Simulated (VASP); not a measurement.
# TaSi2 (P6_422) in VASP: notebook, part 2 of 2

VASP 6.6.1. The steps go on from the part before.

### 4 Single point, PBEsol+D3(BJ)

This run uses another cell than the first one, of 13.93 Å³/atom.

The input, INCAR:

```
SYSTEM = TaSi2
ALGO = Normal
EDIFF = 1E-7
ENCUT = 520
GGA = PS
ISIF = 2
ISMEAR = -1
IVDW = 12
LASPH = .True.
LCHARG = .False.
LREAL = .False.
LWAVE = .False.
NBANDS = 38
NELM = 100
PREC = Accurate
SIGMA = 0.05
```

The input, KPOINTS:

```
k-points
0
Gamma
  7 7 4
  0 0 0
```

The input, POSCAR:

```
TaSi2
1.0
    4.7119145763      0.0000000000      0.0000000000
   -2.3559572881      4.0806377235      0.0000000000
    0.0000000000      0.0000000000      6.5204620539
Ta Si
3 6
Direct
    0.0000000000      0.5000000000      0.3333333333
    0.5000000000      0.5000000000      0.6666666667
    0.5000000000      0.0000000000      0.0000000000
    0.3193123592      0.1596561796      0.3333333333
    0.1596561796      0.8403438204      0.6666666667
    0.8403438204      0.6806876408      0.0000000000
    0.6806876408      0.8403438204      0.3333333333
    0.8403438204      0.1596561796      0.6666666667
    0.1596561796      0.3193123592      0.0000000000
```

Potentials or basis: VASP PAW PBE potentials, release 64 (Ta_pv, Si).

Launch:

```bash
cat potpaw_PBE.64/Ta_pv/POTCAR potpaw_PBE.64/Si/POTCAR > POTCAR
mpirun -np 1 vasp_std > vasp.out
```

OUTCAR:

```text
SYSTEM = TaSi2
   EDIFF = 1E-7
   ENCUT = 520
   GGA = PS
   ISIF = 2
   ISMEAR = -1
   IVDW = 12
   LASPH = .True.
   LREAL = .False.
   NELM = 100
   PREC = Accurate
 IVDW          = 12

 ion  position               nearest neighbor table
   1  0.000  0.500  0.333-   6 2.58   9 2.58   8 2.58   5 2.58   4 2.69   7 2.69   7 2.69   4 2.69
                             7 2.78   4 2.78   3 3.21   3 3.21   2 3.21   2 3.21
   2  0.500  0.500  0.667-   6 2.58   9 2.58   7 2.58   4 2.58   8 2.69   5 2.69   5 2.69   8 2.69
                             8 2.78   5 2.78   3 3.21   3 3.21   1 3.21   1 3.21
   3  0.500  0.000  0.000-   4 2.58   7 2.58   5 2.58   8 2.58   6 2.69   9 2.69   9 2.69   6 2.69
                             9 2.78   6 2.78   2 3.21   2 3.21   1 3.21   1 3.21
   4  0.319  0.160  0.333-   9 2.53   5 2.53   3 2.58   2 2.58   7 2.61   1 2.69   1 2.69   1 2.78
                             7 2.78   7 2.78   6 3.13   8 3.13
   5  0.160  0.840  0.667-   6 2.53   4 2.53   3 2.58   1 2.58   8 2.61   2 2.69   2 2.69   2 2.78
                             8 2.78   8 2.78   9 3.13   7 3.13
   6  0.840  0.681  0.000-   7 2.53   5 2.53   1 2.58   2 2.58   9 2.61   3 2.69   3 2.69   3 2.78
                             9 2.78   9 2.78   8 3.13   4 3.13
[... 219 lines left out ...]
      5     -24.4521      2.00000
      6     -24.3453      2.00000
[... 973 lines left out ...]
     37      13.2751      0.00000
     38      13.6165      0.00000

------------------------ aborting loop because EDIFF is reached ----------------------------------------

 Edisp (eV)   -4.96056

 E8    (eV) :    -3.3927

  FORCE on cell =-STRESS in cart. coord.  units (eV):
  Direction    XX          YY          ZZ          XY          YZ          ZX
  --------------------------------------------------------------------------------------
  -------------------------------------------------------------------------------------
  Total      -0.62988    -0.62988    -0.55160    -0.00000     0.00000     0.00000
  in kB      -8.04942    -8.04942    -7.04901    -0.00000     0.00000     0.00000
  external pressure =       -7.72 kB  Pullay stress =        0.00 kB

 VOLUME and BASIS-vectors are now :
 -----------------------------------------------------------------------------
  energy-cutoff  :      520.00
  volume of cell :      125.37
      direct lattice vectors                 reciprocal lattice vectors
     4.711914576  0.000000000  0.000000000     0.212227956  0.122529868  0.000000000
    -2.355957288  4.080637723  0.000000000     0.000000000  0.245059735  0.000000000
     0.000000000  0.000000000  6.520462054     0.000000000  0.000000000  0.153363365

 POSITION                                       TOTAL-FORCE (eV/Angst)
 -----------------------------------------------------------------------------------
     -1.17798      2.04032      2.17349         0.000000     -0.000000      0.000000
      1.17798      2.04032      4.34697         0.000000     -0.000000     -0.000000
      2.35596      0.00000      0.00000         0.000000     -0.000000      0.000000
      1.12843      0.65150      2.17349        -0.002425     -0.001400     -0.000000
     -1.22753      3.42914      4.34697        -0.002425      0.001400      0.000000
      2.35596      2.77764      0.00000         0.000000      0.002800      0.000000
      1.22753      3.42914      2.17349         0.002425      0.001400     -0.000000
      3.58349      0.65150      4.34697         0.002425     -0.001400      0.000000
      0.00000      1.30300      0.00000        -0.000000     -0.002800      0.000000
 -----------------------------------------------------------------------------------
    total drift:                                0.000000     -0.000000     -0.000000

  FREE ENERGIE OF THE ION-ELECTRON SYSTEM (eV)
  ---------------------------------------------------
  free  energy   TOTEN  =       -82.2724805575 eV

  energy  without entropy=      -82.2471811915  energy(sigma->0) =      -82.25983087
```

stdout:

```text
POSCAR found type information on POSCAR TaSi
 POSCAR found :  2 types and       9 ions
 scaLAPACK will be used
 -----------------------------------------------------------------------------
|                                                                             |
|                                                                             |
|     You enforced a specific xc type in the INCAR file but a different       |
|     I HOPE YOU KNOW WHAT YOU ARE DOING!                                     |
|                                                                             |
 -----------------------------------------------------------------------------

 LDA part: xc-table for (Slater+PW92), standard interpolation
 POSCAR, INCAR and KPOINTS ok, starting setup
 FFT: planning ... GRIDC
 FFT: planning ... GRID_SOFT
 FFT: planning ... GRID
 WAVECAR not read
 entering main loop
```

Wall time 3.9 min (1 thread of Intel Xeon 8259CL, shared host); peak memory 0.29 GiB.

What came out:

```yaml
Free_energy: -82.2725 eV
Pressure: -0.8 GPa
Band_gap_on_the_k_mesh: zero (an odd number of electrons rules out a gap without spin polarisation)
Dispersion_energy_per_atom: -0.551 eV
```

Forces on the atoms (eV/Å):
```
Ta   0.000  0.000  0.000
Ta   0.000  0.000  0.000
Ta   0.000  0.000  0.000
Si  -0.002 -0.001  0.000
Si  -0.002  0.001  0.000
Si   0.000  0.003  0.000
Si   0.002  0.001  0.000
Si   0.002 -0.001  0.000
Si   0.000 -0.003  0.000
```

Caveat: three body term missing; the PAW data sets were made with another functional, which shifts forces and pressure a little; spin-orbit coupling is left out, which moves the levels of the heavy elements.

### 5 Single point, PBEsol+D4

This run uses another cell than the first one, of 14.11 Å³/atom.

The input, INCAR:

```
SYSTEM = TaSi2
ALGO = Normal ; EDIFF = 1E-6
ENCUT = 520 ; GGA = PS
ISIF = 2 ; ISMEAR = -1
IVDW = 13 ; LASPH = .TRUE.
LCHARG = .TRUE. ; LELF = .TRUE.
LREAL = .FALSE. ; LVHAR = .TRUE.
LWAVE = .FALSE. ; NBANDS = 38
NELM = 100 ; PREC = Accurate
SIGMA = 0.05
```

The input, KPOINTS:

```
k-points
0
G
  7 7 4
  0 0 0
```

The input, POSCAR:

```
TaSi2
1.0
    4.7338267817      0.0000000000      0.0000000000
   -2.3669133908      4.0996142500      0.0000000000
    0.0000000000      0.0000000000      6.5424118071
Ta Si
3 6
Direct
    0.0000000000      0.5000000000      0.3333333333
    0.5000000000      0.5000000000      0.6666666667
    0.5000000000      0.0000000000      0.0000000000
    0.3193126076      0.1596563038      0.3333333333
    0.1596563038      0.8403436962      0.6666666667
    0.8403436962      0.6806873924      0.0000000000
    0.6806873924      0.8403436962      0.3333333333
    0.8403436962      0.1596563038      0.6666666667
    0.1596563038      0.3193126076      0.0000000000
```

Potentials or basis: VASP PAW PBE potentials, release 64 (Ta_pv, Si).

Launch:

```bash
cat potpaw_PBE.64/Ta_pv/POTCAR potpaw_PBE.64/Si/POTCAR > POTCAR
mpirun -np 1 vasp_std > vasp.out
```

OUTCAR:

```text
SYSTEM = TaSi2
   EDIFF = 1E-6
   ENCUT = 520
   GGA = PS
   ISIF = 2
   ISMEAR = -1
   IVDW = 13
   LASPH = .TRUE.
   LREAL = .FALSE.
   NELM = 100
   PREC = Accurate

 ion  position               nearest neighbor table
   1  0.000  0.500  0.333-   6 2.59   9 2.59   8 2.59   5 2.59   4 2.70   7 2.70   7 2.70   4 2.70
                             7 2.79   4 2.79   3 3.22   3 3.22   2 3.22   2 3.22
   2  0.500  0.500  0.667-   6 2.59   9 2.59   7 2.59   4 2.59   8 2.70   5 2.70   5 2.70   8 2.70
                             8 2.79   5 2.79   3 3.22   3 3.22   1 3.22   1 3.22
   3  0.500  0.000  0.000-   4 2.59   7 2.59   5 2.59   8 2.59   6 2.70   9 2.70   9 2.70   6 2.70
                             9 2.79   6 2.79   2 3.22   2 3.22   1 3.22   1 3.22
   4  0.319  0.160  0.333-   9 2.54   5 2.54   3 2.59   2 2.59   7 2.62   1 2.70   1 2.70   1 2.79
                             7 2.79   7 2.79   6 3.15   8 3.15
   5  0.160  0.840  0.667-   6 2.54   4 2.54   3 2.59   1 2.59   8 2.62   2 2.70   2 2.70   2 2.79
                             8 2.79   8 2.79   9 3.15   7 3.15
   6  0.840  0.681  0.000-   7 2.54   5 2.54   1 2.59   2 2.59   9 2.62   3 2.70   3 2.70   3 2.79
                             9 2.79   9 2.79   8 3.15   4 3.15
   7  0.681  0.840  0.333-   6 2.54   8 2.54   3 2.59   2 2.59   4 2.62   1 2.70   1 2.70   1 2.79
                             4 2.79   4 2.79   9 3.15   5 3.15
[... 1193 lines left out ...]
     38      13.4147      0.00000

------------------------ aborting loop because EDIFF is reached ----------------------------------------

  DFT-D4 for vdW energy calculation

  Edisp (eV):   -2.24818

  FORCE on cell =-STRESS in cart. coord.  units (eV):
  Direction    XX          YY          ZZ          XY          YZ          ZX
  --------------------------------------------------------------------------------------
  -------------------------------------------------------------------------------------
  Total       0.21605     0.21605     0.30110     0.00000     0.00000     0.00000
  in kB       2.72625     2.72625     3.79951     0.00000     0.00000     0.00000
  external pressure =        3.08 kB  Pullay stress =        0.00 kB

 VOLUME and BASIS-vectors are now :
 -----------------------------------------------------------------------------
  energy-cutoff  :      520.00
  volume of cell :      126.97
      direct lattice vectors                 reciprocal lattice vectors
     4.733826782  0.000000000  0.000000000     0.211245583  0.121962694  0.000000000
    -2.366913391  4.099614250  0.000000000     0.000000000  0.243925389  0.000000000
     0.000000000  0.000000000  6.542411807     0.000000000  0.000000000  0.152848832

 POSITION                                       TOTAL-FORCE (eV/Angst)
 -----------------------------------------------------------------------------------
     -1.18346      2.04981      2.18080        -0.000000      0.000000     -0.000000
      1.18346      2.04981      4.36161        -0.000000      0.000000      0.000000
      2.36691      0.00000      0.00000        -0.000000      0.000000     -0.000000
      1.13368      0.65453      2.18080        -0.006538     -0.003775     -0.000000
     -1.23324      3.44508      4.36161        -0.006538      0.003775     -0.000000
      2.36691      2.79056      0.00000         0.000000      0.007550     -0.000000
      1.23324      3.44508      2.18080         0.006538      0.003775     -0.000000
      3.60015      0.65453      4.36161         0.006538     -0.003775     -0.000000
      0.00000      1.30906      0.00000        -0.000000     -0.007550     -0.000000
 -----------------------------------------------------------------------------------
    total drift:                                0.000000     -0.000000     -0.000000

  FREE ENERGIE OF THE ION-ELECTRON SYSTEM (eV)
  ---------------------------------------------------
  free  energy   TOTEN  =       -79.6031659573 eV

  energy  without entropy=      -79.5773874035  energy(sigma->0) =      -79.59027668
```

OSZICAR:

```text
N       E                     dE             d eps       ncg     rms          rms(c)
DAV:   1     0.386108155887E+03    0.38611E+03   -0.28258E+04  1824   0.142E+03
DAV:   2    -0.603143743151E+02   -0.44642E+03   -0.43434E+03  2104   0.365E+02
DAV:   3    -0.792686348801E+02   -0.18954E+02   -0.18563E+02  2320   0.666E+01
DAV:   4    -0.795951530292E+02   -0.32652E+00   -0.32495E+00  2304   0.870E+00
DAV:   5    -0.795996692665E+02   -0.45162E-02   -0.45134E-02  2232   0.108E+00    0.336E+01
DAV:   6    -0.776536407340E+02    0.19460E+01   -0.67552E+00  2330   0.122E+01    0.157E+01
DAV:   7    -0.773812257049E+02    0.27242E+00   -0.52761E-01  2266   0.367E+00    0.421E+00
DAV:   8    -0.773559260532E+02    0.25300E-01   -0.40516E-02  2344   0.909E-01    0.474E-01
DAV:   9    -0.773551035219E+02    0.82253E-03   -0.26770E-03  2324   0.290E-01    0.240E-01
DAV:  10    -0.773550056078E+02    0.97914E-04   -0.35932E-04  2304   0.106E-01    0.596E-02
DAV:  11    -0.773549925283E+02    0.13079E-04   -0.38810E-05  2306   0.312E-02    0.958E-03
DAV:  12    -0.773549912817E+02    0.12466E-05   -0.30070E-06  1792   0.793E-03    0.337E-03
DAV:  13    -0.773549907211E+02    0.56055E-06   -0.35176E-07  1338   0.292E-03
   1 F= -.79603166E+02 E0= -.79590277E+02  d E =-.257786E-01
```

stdout:

```text
POSCAR found type information on POSCAR TaSi
 POSCAR found :  2 types and       9 ions
 scaLAPACK will be used
 -----------------------------------------------------------------------------
|                                                                             |
|                                                                             |
|     You enforced a specific xc type in the INCAR file but a different       |
|     I HOPE YOU KNOW WHAT YOU ARE DOING!                                     |
|                                                                             |
 -----------------------------------------------------------------------------

 LDA part: xc-table for (Slater+PW92), standard interpolation
 POSCAR, INCAR and KPOINTS ok, starting setup
 FFT: planning ... GRIDC
 FFT: planning ... GRID_SOFT
 FFT: planning ... GRID
 WAVECAR not read
 entering main loop
```

Wall time 3.7 min (1 thread of Intel Xeon 8259CL, shared host); peak memory 0.29 GiB.

What came out:

```yaml
Free_energy: -79.6032 eV
Pressure: 0.3 GPa
Largest_force: 0.008 eV/Å
Band_gap_on_the_k_mesh: zero (an odd number of electrons rules out a gap without spin polarisation)
Dispersion_energy_per_atom: -0.250 eV
```

Forces in eV/Å, atoms in the order of the input:
```
Ta   0.000  0.000  0.000
Ta   0.000  0.000  0.000
Ta   0.000  0.000  0.000
Si  -0.007 -0.004  0.000
Si  -0.007  0.004  0.000
Si   0.000  0.008  0.000
Si   0.007  0.004  0.000
Si   0.007 -0.004  0.000
Si   0.000 -0.008  0.000
```

Stress tensor (GPa, compression positive):
```
0.27 0.00 0.00
0.00 0.27 0.00
0.00 0.00 0.38
```

Levels at points of the mesh, in eV from the Fermi level:
```tsv
k point	band 25	band 26	band 27	band 28	band 29	band 30	band 31	band 32	band 33	band 34
(0.00, 0.00, 0.00)	-2.51	-2.37	-2.24	-2.24	-1.47	0.69	3.08	3.08	3.60	3.68
(0.00, 0.00, 0.50)	-2.33	-1.93	-1.76	-1.76	1.10	1.10	2.77	2.77	3.50	3.55
```

Caveat: the PAW data sets were made with another functional, which shifts forces and pressure a little; spin-orbit coupling is left out, which moves the levels of the heavy elements.

### 6 Single point, PBEsol

This run uses another cell than the first one, of 14.29 Å³/atom.

The input, INCAR:

```
SYSTEM = TaSi2
PREC = Accurate
ENCUT = 520
EDIFF = 1E-7
ISMEAR = -1
SIGMA = 0.05
LREAL = .FALSE.
LASPH = .TRUE.
NELM = 60
ALGO = Normal
ISIF = 2
LWAVE = .FALSE.
LCHARG = .TRUE.
GGA = PS
LELF = .TRUE.
LVHAR = .TRUE.
NBANDS = 38
```

The input, KPOINTS:

```
Automatic mesh
0
G
  7 7 4
  0 0 0
```

The input, POSCAR:

```
TaSi2
1.0
    4.7564999246      0.0000000000      0.0000000000
   -2.3782499623      4.1192497678      0.0000000000
    0.0000000000      0.0000000000      6.5649169341
Ta Si
3 6
Direct
    0.0000000000      0.5000000000      0.3333333333
    0.5000000000      0.5000000000      0.6666666667
    0.5000000000      0.0000000000      0.0000000000
    0.3191322856      0.1595661428      0.3333333333
    0.1595661428      0.8404338572      0.6666666667
    0.8404338572      0.6808677144      0.0000000000
    0.6808677144      0.8404338572      0.3333333333
    0.8404338572      0.1595661428      0.6666666667
    0.1595661428      0.3191322856      0.0000000000
```

Potentials or basis: VASP PAW PBE potentials, release 64 (Ta_pv, Si).

Launch:

```bash
cat potpaw_PBE.64/Ta_pv/POTCAR potpaw_PBE.64/Si/POTCAR > POTCAR
mpirun -np 1 vasp_std > vasp.out
```

Wall time 4.3 min (1 thread of Intel Xeon 8259CL, shared host); peak memory 0.29 GiB.

Results (log left out):

```yaml
Free_energy: -77.3721 eV
Pressure: 0.3 GPa
Band_gap_on_the_k_mesh: zero (an odd number of electrons rules out a gap without spin polarisation)
```

Stress tensor (GPa, compression positive):
```
0.29 0.00 0.00
0.00 0.29 0.00
0.00 0.00 0.38
```

Levels at points of the mesh, in eV from the Fermi level:
| k point | band 26 | band 27 | band 28 | band 29 | band 30 | band 31 | band 32 | band 33 |
| --- | --- | --- | --- | --- | --- | --- | --- | --- |
| (0.00, 0.00, 0.00) | -2.38 | -2.21 | -2.21 | -1.48 | 0.69 | 3.03 | 3.03 | 3.51 |
| (0.00, 0.00, 0.50) | -1.95 | -1.76 | -1.76 | 1.10 | 1.10 | 2.70 | 2.70 | 3.44 |

Caveat: the PAW data sets were made with another functional, which shifts forces and pressure a little; spin-orbit coupling is left out, which moves the levels of the heavy elements.

### 7 The runs side by side

| level | cell | k mesh | gap on the mesh (eV) | pressure (GPa) | largest force (eV/Å) |
| --- | --- | --- | --- | --- | --- |
| PBE | a = 4.784, b = 4.784, c = 6.570 Å, angles 90.0, 90.0, 120.0°, 9 atoms | 5 × 5 × 3 | none | 2.7 | 0.02 |
| PBEsol+D3(BJ) | a = 4.703, b = 4.703, c = 6.511 Å, angles 90.0, 90.0, 120.0°, 9 atoms | 7 × 7 × 4 | none | 0.4 | - |
| PBEsol+D3(BJ) | a = 4.712, b = 4.712, c = 6.520 Å, angles 90.0, 90.0, 120.0°, 9 atoms | 7 × 7 × 4 | none | -0.8 | - |
| PBEsol+D4 | a = 4.734, b = 4.734, c = 6.542 Å, angles 90.0, 90.0, 120.0°, 9 atoms | 7 × 7 × 4 | none | 0.3 | 0.01 |
| PBEsol | a = 4.756, b = 4.756, c = 6.565 Å, angles 90.0, 90.0, 120.0°, 9 atoms | 7 × 7 × 4 | none | 0.3 | - |

Alike in all rows: task single point; potentials or basis VASP PAW PBE potentials, release 64 (Ta_pv, Si); no spin polarisation; cutoff (eV) 520; smearing fermi-dirac 0.05 eV.

Caveats: spin-orbit coupling is left out, which moves the levels of the heavy elements; the PAW data sets were made with another functional, which shifts forces and pressure a little (at least some runs); three body term missing (at least some runs).

Absolute energies hang on the potentials; compare differences alone.
